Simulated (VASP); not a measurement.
# PrBe3Si (Cmmm) in VASP: single point with PBE

Aim: the single point of PrBe3Si with PBE.

Everything below comes from runs of VASP 6.6.1. Logs are shortened: lines on timing, memory, paths and dates and some standing lists are left out, and cuts for length are marked.

**1. The cell of the first run**

The structure is orthorhombic, space group Cmmm (No. 65). Conventional cell: a = 5.954 Å, b = 6.036 Å, c = 5.607 Å, α = 90.00°, β = 90.00°, γ = 90.00°. Within 3.7 Å of Pr (site symmetry mmm) lie 2 Si at 2.80 Å and 12 Be at 2.98 to 3.51 Å. Within 3.9 Å of Be (site symmetry mmm) lie 4 Pr at 2.98 to 3.02 Å and 8 Be at 3.51 Å. Be (site symmetry 2/m) has 2 Si at 2.12 Å within 2.8 Å. Within 2.9 Å of Si (site symmetry mmm) lie 4 Be at 2.12 Å and 2 Pr at 2.80 Å.

The cell was generated, and may not be a known phase.

**2. Single point, PBE**

Input file INCAR:

```
SYSTEM = PrBe3Si
ALGO = Normal
EDIFF = 1E-6
ENCUT = 600
GGA = PE
GGA_COMPAT = .False.
ISIF = 2
ISMEAR = 0
LASPH = .True.
LCHARG = .True.
LELF = .True.
LMAXMIX = 6
LREAL = .False.
LVHAR = .True.
LWAVE = .False.
NBANDS = 18
NELM = 200
PREC = Accurate
SIGMA = 0.2
```

Input file KPOINTS:

```
k-points
0
Gamma
  5 5 3
  0 0 0
```

Input file POSCAR:

```
PrBe3Si
1.0
    2.9769685815     -3.0180294365      0.0000000000
    2.9769685815      3.0180294365      0.0000000000
    0.0000000000      0.0000000000      5.6073881725
Pr Be Si
1 3 1
Direct
    0.0000000000      0.0000000000      0.0000000000
    0.5000000000      0.5000000000      0.0000000000
    0.0000000000      0.5000000000      0.5000000000
    0.5000000000      0.0000000000      0.5000000000
    0.0000000000      0.0000000000      0.5000000000
```

Potentials or basis: VASP PAW PBE potentials, release 64 (Pr_3, Be, Si), 4f in core.

Launch:

```sh
$ cat potpaw_PBE.64/Pr_3/POTCAR potpaw_PBE.64/Be/POTCAR potpaw_PBE.64/Si/POTCAR > POTCAR
$ mpirun -np 1 vasp_std > vasp.out
```

OUTCAR:

```text
SYSTEM = PrBe3Si
   EDIFF = 1E-6
   ENCUT = 600
   GGA = PE
   ISIF = 2
   ISMEAR = 0
   LASPH = .True.
   LREAL = .False.
   NELM = 200
   PREC = Accurate

 ion  position               nearest neighbor table
   1  0.000  0.000  0.000-   5 2.80   5 2.80   2 2.98   2 2.98   2 3.02   2 3.02
   2  0.500  0.500  0.000-   1 2.98   1 2.98   1 3.02   1 3.02
   3  0.000  0.500  0.500-   5 2.12   5 2.12
   4  0.500  0.000  0.500-   5 2.12   5 2.12
   5  0.000  0.000  0.500-   3 2.12   4 2.12   3 2.12   4 2.12   1 2.80   1 2.80

  LATTYP: Found a base centered orthorhombic cell.
 ALAT       =     5.9539371630
 B/A-ratio  =     1.0137928412
 C/A-ratio  =     0.9417949869

  Lattice vectors:

 A1 = (   2.9769685815,  -3.0180294365,   0.0000000000)
 A2 = (   2.9769685815,   3.0180294365,   0.0000000000)
 A3 = (   0.0000000000,   0.0000000000,   5.6073881725)

Analysis of symmetry for initial positions (statically):
=====================================================================
 Subroutine PRICEL returns:
 Original cell was already a primitive cell.

 Routine SETGRP: Setting up the symmetry group for a
 base centered orthorhombic supercell.

 Subroutine GETGRP returns: Found  8 space group operations
 (whereof  8 operations were pure point group operations)
 out of a pool of  8 trial point group operations.

The static configuration has the point symmetry D_2h.

Analysis of symmetry for dynamics (positions and initial velocities):
=====================================================================
 Subroutine PRICEL returns:
 Original cell was already a primitive cell.

 Routine SETGRP: Setting up the symmetry group for a
 base centered orthorhombic supercell.

 Subroutine GETGRP returns: Found  8 space group operations
 (whereof  8 operations were pure point group operations)
 out of a pool of  8 trial point group operations.

The dynamic configuration has the point symmetry D_2h.

 Subroutine INISYM returns: Found  8 space group operations
 (whereof  8 operations are pure point group operations),
 and found     1 'primitive' translations

----------------------------------------------------------------------------------------

                                     Primitive cell

  volume of cell :     100.7600

  direct lattice vectors                    reciprocal lattice vectors
     2.976968581 -3.018029436  0.000000000     0.167956089 -0.165671015  0.000000000
     2.976968581  3.018029436  0.000000000     0.167956089  0.165671015  0.000000000
     0.000000000  0.000000000  5.607388173     0.000000000  0.000000000  0.178336147

  length of vectors
     4.239203182  4.239203182  5.607388173     0.235915521  0.235915521  0.178336147

  position of ions in fractional coordinates (direct lattice)
     0.000000000  0.000000000  0.000000000
     0.500000000  0.500000000  0.000000000
     0.000000000  0.500000000  0.500000000
     0.500000000  0.000000000  0.500000000
     0.000000000  0.000000000  0.500000000

  ion indices of the primitive-cell ions
   primitive index   ion index
                 1           1
                 2           2
                 3           3
                 4           4
                 5           5

----------------------------------------------------------------------------------------

 KPOINTS: k-points

Automatic generation of k-mesh.
 Grid dimensions read from file:
 generate k-points for:    5    5    3

 Generating k-lattice:

  Cartesian coordinates                     Fractional coordinates (reciprocal lattice)
     0.033591218 -0.033134203  0.000000000     0.200000000  0.000000000  0.000000000
     0.033591218  0.033134203  0.000000000     0.000000000  0.200000000  0.000000000
     0.000000000  0.000000000  0.059445382     0.000000000  0.000000000  0.333333333

  Length of vectors
     0.047183104  0.047183104  0.059445382

  Shift w.r.t. Gamma in fractional coordinates (k-lattice)
     0.000000000  0.000000000  0.000000000

 Subroutine IBZKPT returns following result:
 ===========================================

 Found     18 irreducible k-points:

 Following reciprocal coordinates:
            Coordinates               Weight
  0.000000  0.000000  0.000000      1.000000
  0.200000  0.000000  0.000000      4.000000
  0.400000  0.000000  0.000000      4.000000
  0.200000  0.200000  0.000000      2.000000
  0.400000  0.200000  0.000000      4.000000
 -0.400000  0.200000  0.000000      4.000000
[... 10 lines left out ...]
  0.400000  0.400000  0.333333      4.000000
 -0.400000  0.400000  0.333333      4.000000
   k-points           NKPTS =     18   k-points in BZ     NKDIM =     18   number of bands    NBANDS=     18
   number of dos      NEDOS =    301   number of ions     NIONS =      5
   total plane-waves  NPLWV =  62208
   dimension x,y,z NGX =    36 NGY =   36 NGZ =   48
   dimension x,y,z NGXF=    72 NGYF=   72 NGZF=   96
   ions per type =               1   3   1
   NGX,Y,Z   is equivalent  to a cutoff of  14.12, 14.12, 14.23 a.u.
   NGXF,Y,Z  is equivalent  to a cutoff of  28.24, 28.24, 28.46 a.u.
 SYSTEM =  PrBe3Si
   PREC   = accura    normal or accurate (medium, high low for compatibility)
   ISTART =      0    job   : 0-new  1-cont  2-samecut
   ICHARG =      2    charge: 1-file 2-atom 10-const
   ISPIN  =      1    spin polarized calculation?
   LNONCOLLINEAR =      F non collinear calculations
   LSORBIT =      F    spin-orbit coupling
   LASPH  =      T    aspherical Exc in radial PAW
   ENCUT  =  600.0 eV  44.10 Ry    6.64 a.u.   8.47  8.47 11.20*2*pi/ulx,y,z
   NELM   =    200;   NELMIN=  2; NELMDL= -5     # of ELM steps
   EDIFF  = 0.1E-05   stopping-criterion for ELM
   LREAL  =      F    real-space projection
   EDIFFG = 0.1E-04   stopping-criterion for IOM
   NSW    =      0    number of steps for IOM
   IBRION =     -1    ionic relax: 0-MD 1-quasi-New 2-CG
   NFREE  =      0    steps in history (QN), initial steepest desc. (CG)
   ISIF   =      2    stress and relaxation
   ISYM   =      2    0-nonsym 1-usesym 2-fastsym
   POTIM  = 0.5000    time-step for ionic-motion
   TEBEG  =    0.0;   TEEND  =   0.0 temperature during run
   PSTRESS=    0.0 pullay stress
   NELECT =      21.0000    total number of electrons
   NUPDOWN=      -1.0000    fix difference up-down
   EMIN   =  10.00;   EMAX   =-10.00  energy-range for DOS
   EFERMI =   0.00;   METHOD = LEGACY
   ISMEAR =     0;   SIGMA  =   0.20  broadening in eV -4-tet -1-fermi 0-gaus
   EFERMI_NEDOS =   21; number of points for ismear=-14 and -15
   IALGO  =     38    algorithm
   IMIX   =      4    mixing-type and parameters
     AMIX     =   0.40;   BMIX     =  1.00
     AMIX_MAG =   1.60;   BMIX_MAG =  1.00
  volume/ion in A,a.u.               =      20.15       135.99
  Fermi-wavevector in a.u.,A,eV,Ry     =   0.970626  1.834217 12.818244  0.942114
  Thomas-Fermi vector in A             =   2.100776
   LORBIT       =      0    0 simple, 1 ext, 2 COOP (PROOUT), +10 PAW based schemes
   GGA     = PE    functional components
   LHFCALC =     F    Hartree Fock is set to
   AEXX    =    0.0000 exact exchange contribution
   IVDW    =     0    specifies the selected vdW correction
   LEPSILON=     F    determine dielectric tensor
   LRPA    =     F    only Hartree local field effects (RPA)
 non-spin polarized calculation
 Gauss-broadening in eV      SIGMA  =   0.20
  energy-cutoff  :      600.00
  volume of cell :      100.76
 maximum number of plane-waves:      3388
 NGX is ok and might be reduce to    36
   NGX = 17   NGY = 17   NGZ = 23

 number of electron      21.0000001 magnetization

 Free energy of the ion-electron system (eV)
  ---------------------------------------------------
  ext. energy  EPLUGINS =         0.00000000
  ---------------------------------------------------
  free energy    TOTEN  =       -17.95076988 eV

  energy without entropy =      -17.88542221  energy(sigma->0) =      -17.91809605

 E-fermi :   3.2299     XC(G=0):  -9.0582

 val. band max:        3.2173369147   @ k =  -0.2000   0.2000   0.3333
 cond. band min:       3.3248407667   @ k =   0.4000   0.0000   0.0000
 fundamental gap:      0.1075038521
 Fermi energy:         3.2299205401

 k-point     1 :       0.0000    0.0000    0.0000
  band No.  band energies     occupation
      1     -32.4939      2.00000
      2     -14.7046      2.00000
      3     -14.4204      2.00000
      4     -14.4037      2.00000
      5      -6.1118      2.00000
      6      -0.3142      2.00000
[... 10 lines left out ...]
     17       6.2967      0.00000
     18       6.4843      0.00000

 k-point     2 :       0.2000    0.0000    0.0000
  band No.  band energies     occupation
      1     -32.4909      2.00000
      2     -14.6967      2.00000
      3     -14.4816      2.00000
      4     -14.4030      2.00000
      5      -5.9655      2.00000
      6      -0.9153      2.00000
[... 10 lines left out ...]
     17       6.8046      0.00000
     18       7.5545      0.00000

 k-point     3 :       0.4000    0.0000    0.0000
  band No.  band energies     occupation
      1     -32.4860      2.00000
      2     -14.6838      2.00000
      3     -14.5892      2.00000
      4     -14.3900      2.00000
      5      -5.6861      2.00000
      6      -1.8032      2.00000
[... 10 lines left out ...]
     17       6.9918      0.00000
     18       7.6415      0.00000

 k-point     4 :       0.2000    0.2000    0.0000
  band No.  band energies     occupation
      1     -32.4879      2.00000
      2     -14.6890      2.00000
      3     -14.4808      2.00000
      4     -14.4637      2.00000
      5      -5.8266      2.00000
      6      -0.9335      2.00000
[... 10 lines left out ...]
     17       7.4100      0.00000
     18       7.6153      0.00000

 k-point     5 :       0.4000    0.2000    0.0000
  band No.  band energies     occupation
      1     -32.4830      2.00000
      2     -14.6765      2.00000
      3     -14.5805      2.00000
      4     -14.4579      2.00000
      5      -5.5706      2.00000
      6      -1.6003      2.00000
[... 10 lines left out ...]
     17       7.1673      0.00000
     18       7.9974      0.00000

 k-point     6 :      -0.4000    0.2000    0.0000
  band No.  band energies     occupation
      1     -32.4830      2.00000
      2     -14.6765      2.00000
      3     -14.5803      2.00000
      4     -14.4580      2.00000
      5      -5.5745      2.00000
      6      -1.5983      2.00000
[... 10 lines left out ...]
     17       7.0768      0.00000
     18       7.9823      0.00000

 k-point     7 :      -0.2000    0.2000    0.0000
  band No.  band energies     occupation
      1     -32.4879      2.00000
      2     -14.6891      2.00000
      3     -14.4785      2.00000
      4     -14.4659      2.00000
      5      -5.8318      2.00000
      6      -0.9528      2.00000
[... 10 lines left out ...]
     17       7.4010      0.00000
     18       7.5036      0.00000

 k-point     8 :       0.4000    0.4000    0.0000
  band No.  band energies     occupation
      1     -32.4781      2.00000
      2     -14.6646      2.00000
      3     -14.5716      2.00000
      4     -14.5593      2.00000
      5      -5.3642      2.00000
      6      -1.1213      2.00000
[... 10 lines left out ...]
     17       7.0867      0.00000
     18       8.5398      0.00000
[... 103 lines left out ...]
     17       7.2916      0.00000
     18       8.2937      0.00000

 k-point    14 :       0.4000    0.2000    0.3333
  band No.  band energies     occupation
      1     -32.4826      2.00000
      2     -14.7184      2.00000
      3     -14.5786      2.00000
      4     -14.4564      2.00000
      5      -5.1033      2.00000
      6      -1.7100      2.00000
[... 10 lines left out ...]
     17       7.7104      0.00000
     18       8.1978      0.00000

 k-point    15 :      -0.4000    0.2000    0.3333
  band No.  band energies     occupation
      1     -32.4826      2.00000
      2     -14.7185      2.00000
      3     -14.5784      2.00000
      4     -14.4565      2.00000
      5      -5.1076      2.00000
      6      -1.7040      2.00000
[... 10 lines left out ...]
     17       7.6981      0.00000
     18       8.1891      0.00000

 k-point    16 :      -0.2000    0.2000    0.3333
  band No.  band energies     occupation
      1     -32.4874      2.00000
      2     -14.7321      2.00000
      3     -14.4770      2.00000
      4     -14.4643      2.00000
      5      -5.3693      2.00000
      6      -0.8963      2.00000
[... 10 lines left out ...]
     17       7.2361      0.00000
     18       8.4064      0.00000

 k-point    17 :       0.4000    0.4000    0.3333
  band No.  band energies     occupation
      1     -32.4777      2.00000
      2     -14.7057      2.00000
      3     -14.5700      2.00000
      4     -14.5576      2.00000
      5      -4.8946      2.00000
      6      -1.2306      2.00000
[... 10 lines left out ...]
     17       8.1328      0.00000
     18       8.2345      0.00000

 k-point    18 :      -0.4000    0.4000    0.3333
  band No.  band energies     occupation
      1     -32.4777      2.00000
      2     -14.7057      2.00000
      3     -14.5692      2.00000
      4     -14.5584      2.00000
      5      -4.8978      2.00000
      6      -1.2940      2.00000
[... 10 lines left out ...]
     17       8.1482      0.00000
     18       8.2114      0.00000

------------------------ aborting loop because EDIFF is reached ----------------------------------------

  FORCE on cell =-STRESS in cart. coord.  units (eV):
  Direction    XX          YY          ZZ          XY          YZ          ZX
  --------------------------------------------------------------------------------------
  -------------------------------------------------------------------------------------
  Total        0.1427037     -0.0814808     -0.0045148      0.0000000      0.0000000      0.0000000
  in kB        2.2691195     -1.2956191     -0.0717888      0.0000000      0.0000000      0.0000000
  external PRESSURE =       0.3005705 kB  Pullay stress =       0.0000000 kB

 VOLUME and BASIS-vectors are now :
 -----------------------------------------------------------------------------
  energy-cutoff  :      600.00
  volume of cell :      100.76
      direct lattice vectors                 reciprocal lattice vectors
     2.976968581 -3.018029436  0.000000000     0.167956089 -0.165671015  0.000000000
     2.976968581  3.018029436  0.000000000     0.167956089  0.165671015  0.000000000
     0.000000000  0.000000000  5.607388173     0.000000000  0.000000000  0.178336147

 POSITION                                       TOTAL-FORCE (eV/Angst)
 -----------------------------------------------------------------------------------
      0.00000      0.00000      0.00000         0.000000      0.000000      0.000000
      2.97697      0.00000      0.00000        -0.000000      0.000000      0.000000
      1.48848      1.50901      2.80369         0.000000      0.000000      0.000000
      1.48848     -1.50901      2.80369         0.000000      0.000000      0.000000
      0.00000      0.00000      2.80369         0.000000     -0.000000      0.000000
 -----------------------------------------------------------------------------------
    total drift:                               -0.000000     -0.000000     -0.000000

  FREE ENERGIE OF THE ION-ELECTRON SYSTEM (eV)
  ---------------------------------------------------
  free  energy   TOTEN  =       -17.9507698848 eV

  energy  without entropy=      -17.8854222123  energy(sigma->0) =      -17.91809605
```

It took 41 s on 1 thread of Intel Xeon Platinum 8488C (Sapphire Rapids), shared host; peak memory 0.26 GiB.

What came out:

| Quantity | Value |
| --- | --- |
| Free energy | -17.9508 eV |
| Pressure | 0.0 GPa |
| Band gap on the k mesh | zero (an odd number of electrons rules out a gap without spin polarisation) |

Stress tensor (GPa, compression positive):
```
 0.23  0.00  0.00
 0.00 -0.13  0.00
 0.00  0.00 -0.01
```

Levels at points of the mesh, in eV from the Fermi level:
```csv
k point,band 6,band 7,band 8,band 9,band 10,band 11,band 12,band 13,band 14,band 15
"(0.00, 0.00, 0.00)",-3.54,-3.01,-2.95,-2.15,-0.46,1.77,2.08,2.12,2.70,2.91
```

Caveat: the k points lie up to 0.37 Å⁻¹ apart, too coarse for converged energies and pressures of a metal; spin-orbit coupling is left out, which moves the levels of the heavy elements; the 4f electrons are frozen in the core, so they carry no moment and show no levels.

The gap in the log of VASP goes by the Fermi energy; the results here count the filled bands.